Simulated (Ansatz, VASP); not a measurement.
One calculation of ZrSi2, two programs

```
Zr Si
1.0
     1.85300   -7.36750    0.00000
     1.85300    7.36750    0.00000
     0.00000    0.00000    3.67200
Zr Si
2 4
Direct
  0.89460 0.10540 0.25000
  0.10540 0.89460 0.75000
  0.55220 0.44780 0.25000
  0.44780 0.55220 0.75000
  0.24960 0.75040 0.25000
  0.75040 0.24960 0.75000
```

Alike in both runs: task single point; functional PBEsol; k mesh 6 × 6 × 6; occupations gaussian, width 0.1 eV; no spin polarisation.

|  | VASP | Ansatz |
| --- | --- | --- |
| version | VASP 6.6.1 | Ansatz 0.2.0 |
| potentials or method | VASP PAW PBE potentials, release 64 (Zr_sv, Si), cutoff 520 eV | scalar-relativistic, plane waves, PAW |
| valence electrons in the cell | 40 | 40 |

|  | VASP | Ansatz | Ansatz less VASP |
| --- | --- | --- | --- |
| gap on the k mesh at the Fermi level (eV) | none | none | - |
| pressure (GPa) | -2.5 | -2.7 | -0.17 |
| traceless stress, the component that is largest in VASP (GPa) | -0.21 | -0.21 | -0.003 |
| rms of the force components (eV/Å) | 0.087 | 0.088 | +0.0006 |

VASP's potentials were made for PBE, not for PBEsol. Atom by atom the forces differ by 0.001 eV/Å (rms over components). A gap of «none» marks a metal or a gap that the smearing closes.
